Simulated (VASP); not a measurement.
# Ti2O (P-3m1) in VASP: vibrations by perturbation theory with LDA

Aim: the vibrations by perturbation theory of Ti2O with LDA.

Everything below comes from runs of VASP 6.6.1. Logs are shortened: lines on timing, memory, paths and dates and some standing lists are left out, and cuts for length are marked.

## (1) The cell of the first run

It takes space group P-3m1 (No. 164, trigonal). The conventional cell has a = 2.931 Å, b = 2.931 Å, c = 4.671 Å, α = 90.00°, β = 90.00°, γ = 120.00°. Ti (site symmetry 3m) has 3 O at 2.08 Å and 12 Ti at 2.81 to 2.96 Å within 3.0 Å. O (site symmetry -3m) has 6 Ti at 2.08 Å within 2.8 Å.

## (2) Vibrations by perturbation theory, LDA

The input, INCAR:

```
PREC = Accurate
ENCUT = 520
EDIFF = 1E-8
ISMEAR = -1
SIGMA = 0.15
LREAL = False
LASPH = True
NELM = 60
ALGO = Normal
ISIF = 2
LWAVE = False
LCHARG = True
IBRION = 8
NSW = 1
```

The input, KPOINTS:

```
regular mesh
0
Gamma
  18 18 10
```

The input, POSCAR:

```
Ti2O
1.0
    2.9305479371      0.0000000000      0.0000000000
   -1.4652739686      2.5379289606      0.0000000000
    0.0000000000      0.0000000000      4.6710209581
Ti O
2 1
Direct
    0.6666666667      0.3333333333      0.2602113922
    0.3333333333      0.6666666667      0.7397886078
    0.0000000000      0.0000000000      0.0000000000
```

Potentials or basis: VASP PAW LDA potentials, release 64 (Ti_sv, O).

Started as:

```
> cat potpaw_LDA.64/Ti_sv/POTCAR potpaw_LDA.64/O/POTCAR > POTCAR
> mpirun -np 1 vasp_std > vasp.out
```

OUTCAR:

```text
PREC = Accurate
   ENCUT = 520
   EDIFF = 1E-8
   ISMEAR = -1
   LREAL = False
   LASPH = True
   NELM = 60
   ISIF = 2
   IBRION = 8
   NSW = 1

 ion  position               nearest neighbor table
   1  0.667  0.333  0.260-   3 2.08   3 2.08   3 2.08   2 2.81   2 2.81   2 2.81
   2  0.333  0.667  0.740-   3 2.08   3 2.08   3 2.08   1 2.81   1 2.81   1 2.81
   3  0.000  0.000  0.000-   1 2.08   2 2.08   1 2.08   2 2.08   1 2.08   2 2.08

  LATTYP: Found a hexagonal cell.
 ALAT       =     2.9305479371
 C/A-ratio  =     1.5939070298

  Lattice vectors:

 A1 = (   2.9305479371,   0.0000000000,   0.0000000000)
 A2 = (  -1.4652739686,   2.5379289606,   0.0000000000)
 A3 = (   0.0000000000,   0.0000000000,   4.6710209581)

Analysis of symmetry for initial positions (statically):
=====================================================================
 Subroutine PRICEL returns:
 Original cell was already a primitive cell.

 Routine SETGRP: Setting up the symmetry group for a
 hexagonal supercell.

 Subroutine GETGRP returns: Found 12 space group operations
 (whereof 12 operations were pure point group operations)
 out of a pool of 24 trial point group operations.

The static configuration has the point symmetry D_3d.

Analysis of symmetry for dynamics (positions and initial velocities):
=====================================================================
 Subroutine PRICEL returns:
 Original cell was already a primitive cell.

 Routine SETGRP: Setting up the symmetry group for a
 hexagonal supercell.

 Subroutine GETGRP returns: Found 12 space group operations
 (whereof 12 operations were pure point group operations)
 out of a pool of 24 trial point group operations.

The dynamic configuration has the point symmetry D_3d.

 Subroutine INISYM returns: Found 12 space group operations
 (whereof 12 operations are pure point group operations),
 and found     1 'primitive' translations

----------------------------------------------------------------------------------------

                                     Primitive cell

  volume of cell :      34.7408

  direct lattice vectors                    reciprocal lattice vectors
     2.930547937  0.000000000  0.000000000     0.341233115  0.197011031  0.000000000
    -1.465273969  2.537928961  0.000000000     0.000000000  0.394022061  0.000000000
     0.000000000  0.000000000  4.671020958     0.000000000  0.000000000  0.214085959

  length of vectors
     2.930547937  2.930547937  4.671020958     0.394022061  0.394022061  0.214085959

  position of ions in fractional coordinates (direct lattice)
     0.666666667  0.333333333  0.260211392
     0.333333333  0.666666667  0.739788608
     0.000000000  0.000000000  0.000000000

  ion indices of the primitive-cell ions
   primitive index   ion index
                 1           1
                 2           2
                 3           3

----------------------------------------------------------------------------------------

 KPOINTS: regular mesh

Automatic generation of k-mesh.
 Grid dimensions read from file:
 generate k-points for:   18   18   10

 Generating k-lattice:

  Cartesian coordinates                     Fractional coordinates (reciprocal lattice)
     0.018957395  0.010945057  0.000000000     0.055555556  0.000000000  0.000000000
     0.000000000  0.021890115  0.000000000     0.000000000  0.055555556  0.000000000
     0.000000000  0.000000000  0.021408596     0.000000000  0.000000000  0.100000000

  Length of vectors
     0.021890115  0.021890115  0.021408596

  Shift w.r.t. Gamma in fractional coordinates (k-lattice)
     0.000000000  0.000000000  0.000000000

 Subroutine IBZKPT returns following result:
 ===========================================

 Found    330 irreducible k-points:

 Following reciprocal coordinates:
            Coordinates               Weight
  0.000000  0.000000  0.000000      1.000000
  0.055556  0.000000  0.000000      6.000000
  0.111111  0.000000  0.000000      6.000000
  0.166667  0.000000  0.000000      6.000000
  0.222222  0.000000  0.000000      6.000000
[... 37 lines left out ...]
   NELM   =     60;   NELMIN=  2; NELMDL= -5     # of ELM steps
   EDIFF  = 0.1E-07   stopping-criterion for ELM
   LREAL  =      F    real-space projection
   EDIFFG = 0.1E-06   stopping-criterion for IOM
   NSW    =      1    number of steps for IOM
   IBRION =      8    ionic relax: 0-MD 1-quasi-New 2-CG
   NFREE  =      0    steps in history (QN), initial steepest desc. (CG)
   ISIF   =      2    stress and relaxation
   ISYM   =      2    0-nonsym 1-usesym 2-fastsym
   POTIM  = 0.5000    time-step for ionic-motion
   TEBEG  =    0.0;   TEEND  =   0.0 temperature during run
   PSTRESS=    0.0 pullay stress
   NELECT =      30.0000    total number of electrons
   NUPDOWN=      -1.0000    fix difference up-down
   EMIN   =  10.00;   EMAX   =-10.00  energy-range for DOS
   EFERMI =   0.00;   METHOD = LEGACY
   ISMEAR =    -1;   SIGMA  =   0.15  broadening in eV -4-tet -1-fermi 0-gaus
   EFERMI_NEDOS =   21; number of points for ismear=-14 and -15
   IALGO  =     38    algorithm
   IMIX   =      4    mixing-type and parameters
     AMIX     =   0.40;   BMIX     =  1.00
     AMIX_MAG =   1.60;   BMIX_MAG =  1.00
  volume/ion in A,a.u.               =      11.58        78.15
  Fermi-wavevector in a.u.,A,eV,Ry     =   1.558961  2.946009 33.067041  2.430359
  Thomas-Fermi vector in A             =   2.662389
   LORBIT       =      0    0 simple, 1 ext, 2 COOP (PROOUT), +10 PAW based schemes
   GGA     = CA    functional components
   LHFCALC =     F    Hartree Fock is set to
   AEXX    =    0.0000 exact exchange contribution
   IVDW    =     0    specifies the selected vdW correction
   LEPSILON=     F    determine dielectric tensor
   LRPA    =     F    only Hartree local field effects (RPA)
 non-spin polarized calculation
  energy-cutoff  :      520.00
  volume of cell :       34.74
 maximum number of plane-waves:       965
 NGX is ok and might be reduce to    24
   NGX = 11   NGY = 11   NGZ = 17

--------------------------------------- Ionic step        1  -------------------------------------------

 number of electron      29.9999995 magnetization

 Free energy of the ion-electron system (eV)
  ---------------------------------------------------
  ext. energy  EPLUGINS =         0.00000000
  ---------------------------------------------------
  free energy    TOTEN  =       -28.78866647 eV

  energy without entropy =      -28.68617257  energy(sigma->0) =      -28.73741952

 E-fermi :  10.2013     XC(G=0): -12.8889

 val. band max:       10.2005930620   @ k =   0.4444   0.0556   0.4000
 cond. band min:      10.2014550778   @ k =   0.0556   0.0000   0.4000
 fundamental gap:      0.0008620158
 Fermi energy:        10.2013011378

 k-point     1 :       0.0000    0.0000    0.0000
  band No.  band energies     occupation
      1     -46.2325      2.00000
      2     -46.0725      2.00000
      3     -23.3633      2.00000
      4     -22.5916      2.00000
      5     -22.5916      2.00000
      6     -22.4945      2.00000
[... 505 lines left out ...]
      6     -22.8010      2.00000
[... 11 lines left out ...]
     18      12.7935      0.00000
     19      13.0494      0.00000

 [... further k-points ...]

------------------------ aborting loop because EDIFF is reached ----------------------------------------

  FORCE on cell =-STRESS in cart. coord.  units (eV):
  Direction    XX          YY          ZZ          XY          YZ          ZX
  --------------------------------------------------------------------------------------
  -------------------------------------------------------------------------------------
  Total        0.1650048      0.1650048      0.1576523     -0.0000000      0.0000000     -0.0000000
  in kB        7.6096909      7.6096909      7.2706093     -0.0000000      0.0000000     -0.0000000
  external PRESSURE =       7.4966637 kB  Pullay stress =       0.0000000 kB

 VOLUME and BASIS-vectors are now :
 -----------------------------------------------------------------------------
  energy-cutoff  :      520.00
  volume of cell :       34.74
      direct lattice vectors                 reciprocal lattice vectors
     2.930547937  0.000000000  0.000000000     0.341233115  0.197011031  0.000000000
    -1.465273969  2.537928961  0.000000000     0.000000000  0.394022061  0.000000000
     0.000000000  0.000000000  4.671020958     0.000000000  0.000000000  0.214085959

 POSITION                                       TOTAL-FORCE (eV/Angst)
 -----------------------------------------------------------------------------------
      1.46527      0.84598      1.21545         0.000000     -0.000000      0.057961
     -0.00000      1.69195      3.45557        -0.000000      0.000000     -0.057961
      0.00000      0.00000      0.00000         0.000000      0.000000      0.000000
 -----------------------------------------------------------------------------------
    total drift:                                0.000000     -0.000000     -0.000000

  FREE ENERGIE OF THE ION-ELECTRON SYSTEM (eV)
  ---------------------------------------------------
  free  energy   TOTEN  =       -28.7886664654 eV

  energy  without entropy=      -28.6861725729  energy(sigma->0) =      -28.73741952

[... ionic steps 2 to 9 ...]

--------------------------------------- Ionic step       10  -------------------------------------------

------------------------ aborting loop because EDIFF is reached ----------------------------------------

[... ionic steps 11 to 11 ...]

--------------------------------------- Ionic step       12  -------------------------------------------

 Free energy of the ion-electron system (eV)
  ---------------------------------------------------
  ---------------------------------------------------
  free energy    TOTEN  =        -0.37505282 eV

  energy without entropy =       -0.37505281

------------------------ aborting loop because EDIFF is reached ----------------------------------------

 INTERNAL STRAIN TENSOR  FOR ION    3  DIRECTION 3   (eV/Angst):
 -----------------------------------------------------------------------------
     0.01930 -0.00000 -0.00000
    -0.00000  0.01930 -0.00000
     0.00000 -0.00000 -0.01927

 INTERNAL STRAIN TENSOR FOR ION    3 for displacements in x,y,z  (eV/Angst):
          X           Y           Z          XY          YZ          ZX
  --------------------------------------------------------------------------------
  x     0.00000     0.00000     0.00000     0.00000     0.00000     0.00000
  y     0.00000     0.00000     0.00000     0.00000     0.00000     0.00000
  z     0.00000     0.00000     0.00000     0.00000     0.00000     0.00000

 SECOND DERIVATIVES (NOT SYMMETRIZED)
 ------------------------------------
               1X          1Y          1Z          2X          2Y          2Z          3X          3Y          3Z
  1X    -5.292206    0.000000    0.000000   -0.413491    0.000000    0.000000    5.705697   -0.000000   -0.000000
  1Y     0.000000   -5.292206    0.000000    0.000000   -0.413491    0.000000   -0.000000    5.705697    0.000000
  1Z    -0.000000   -0.000000  -11.826118    0.000000    0.000000    4.780865    0.000000    0.000000    7.045253
  2X    -0.413491    0.000000    0.000000   -5.292206    0.000000    0.000000    5.705697   -0.000000   -0.000000
  2Y     0.000000   -0.413491    0.000000    0.000000   -5.292206    0.000000   -0.000000    5.705697    0.000000
  2Z     0.000000    0.000000    4.780865   -0.000000   -0.000000  -11.826118    0.000000    0.000000    7.045253
  3X     5.682968   -0.000000    0.000000    5.682968   -0.000000    0.000000  -11.365936    0.000000    0.000000
  3Y    -0.000000    5.682968    0.000000   -0.000000    5.682968    0.000000    0.000000  -11.365936    0.000000
  3Z     0.000000   -0.000000    7.046411    0.000000   -0.000000    7.046411    0.000000    0.000000  -14.092821

 Eigenvectors and eigenvalues of the dynamical matrix
 ----------------------------------------------------

   1 f  =   15.850236 THz    99.589969 2PiTHz  528.706957 cm-1    65.551279 meV
             X         Y         Z           dx          dy          dz
      1.465274  0.845976  1.215453     0.000000    0.000000   -0.267529
     -0.000000  1.691953  3.455568     0.000000    0.000000   -0.267529
      0.000000  0.000000  0.000000    -0.000000   -0.000000    0.925665
[... 43 lines left out ...]
   9 f/i=    0.009967 THz     0.062625 2PiTHz    0.332464 cm-1     0.041220 meV
             X         Y         Z           dx          dy          dz
      1.465274  0.845976  1.215453     0.080137   -0.649423    0.000000
     -0.000000  1.691953  3.455568     0.080137   -0.649423    0.000000
      0.000000  0.000000  0.000000     0.046418   -0.376165    0.000000

--------------------------------------------------------------------------------------------------------

 ELASTIC MODULI CONTR FROM IONIC RELAXATION (kBar)
 Direction    XX          YY          ZZ          XY          YZ          ZX
 --------------------------------------------------------------------------------
 XX        -287.7729   -282.9962     99.9790      0.0000    -22.5281      0.0000
 YY        -282.9962   -287.7729     99.9790      0.0000     22.5281     -0.0000
 ZZ          99.9790     99.9790    -35.0257     -0.0000      0.0000      0.0000
 XY           0.0000      0.0000     -0.0000     -2.3883     -0.0000    -35.5361
 YZ         -22.5281     22.5281      0.0000     -0.0000   -212.4973      0.0000
 ZX           0.0000     -0.0000      0.0000    -35.5361      0.0000   -528.7430
 --------------------------------------------------------------------------------
```

Run time: 1.5 h. Hardware: 1 thread of Oxide Virtual Turin-like, shared host; peak memory 1.9 GiB.

Results:

```
Highest phonon frequency at Γ, LO-TO splitting left out : 529 cm⁻¹
```

Phonon frequencies in cm⁻¹ (negative: imaginary):
```tsv
q point	frequencies
(0.000, 0.000, 0.000)	0 0 0 166 166 307 475 475 529
```
